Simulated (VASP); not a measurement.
Runs of VASP 6.6.1 on SiPd3Pt. The structure is that of space group P6/mmm (No. 191), or close to it. The cells are those of the table. The cell was built from a structure type or drawn by symmetry, and may not be a known phase.

```csv
task,spin,cell,k mesh,cutoff (eV),gap on the mesh (eV),pressure (GPa)
relaxation of cell and atoms,off,"relaxed from a = 4.175, b = 4.175, c = 4.808 Å, angles 90.0, 90.0, 120.0°, 5 atoms",6 × 6 × 4,600,none,0.2
single point,off,"a = 5.165, b = 5.165, c = 4.487 Å, angles 90.0, 90.0, 120.0°, 5 atoms",6 × 6 × 4,520,none,-0.1
single point,collinear,"a = 5.165, b = 5.165, c = 4.487 Å, angles 90.0, 90.0, 120.0°, 5 atoms",6 × 6 × 4,520,none,-0.1
single point,off,"a = 5.163, b = 5.163, c = 4.485 Å, angles 90.0, 90.0, 120.0°, 5 atoms",12 × 12 × 8,520,none,(a)
single point,off,"a = 4.175, b = 4.175, c = 4.808 Å, angles 90.0, 90.0, 120.0°, 5 atoms",6 × 6 × 4,520,none,150.6
```

Alike in all rows: level PBE; potentials or basis VASP PAW PBE potentials, release 64 (Si, Pd, Pt); smearing gaussian 0.1 eV.

Question: Estimate the missing entries.

Answer: (a) 0.0.

Caveats: spin-orbit coupling is left out, which moves the levels of the heavy elements; the cell stands under pressure (at least some runs).

A k mesh can miss the band edges, and the runs leave out spin-orbit coupling on Pd, Pt.

A gap of «none» marks levels without a gap at the run's occupations.
